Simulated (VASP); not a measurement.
Runs of VASP 6.6.1 on Si. The structure is that of space group I4/mmm (No. 139), or close to it. The cells are those of the table. 

```csv
cell,gap on the mesh (eV),pressure (GPa),largest force (eV/Å)
"a = 5.168 Å, angles 98.4, 98.4, 134.9°, 4 atoms",(a),(c),(d)
"a = 5.157 Å, angles 98.2, 98.2, 135.5°, 4 atoms",0.33,-3.7,0.07
"a = 5.070 Å, angles 98.0, 98.0, 136.1°, 4 atoms",0.22,(b),0.17
"a = 5.211 Å, angles 97.8, 97.8, 136.7°, 4 atoms",0.31,-4.5,0.34
"a = 4.950 Å, angles 98.7, 98.7, 134.3°, 4 atoms",none,5.6,0.54
```

Alike in all rows: task single point; level PBEsol; potentials or basis VASP PAW PBE potentials, release 64 (Si); no spin polarisation; k mesh 10 × 10 × 10; cutoff (eV) 520; smearing gaussian 0.03 eV.

Q: Fill in the values left out.

A: (a) 0.18; (b) 1.2; (c) -4.7; (d) 0.04.

Caveats: the PAW data sets were made with another functional, which shifts forces and pressure a little.

A k mesh can miss the band edges.

A gap of «none» marks levels without a gap at the run's occupations.
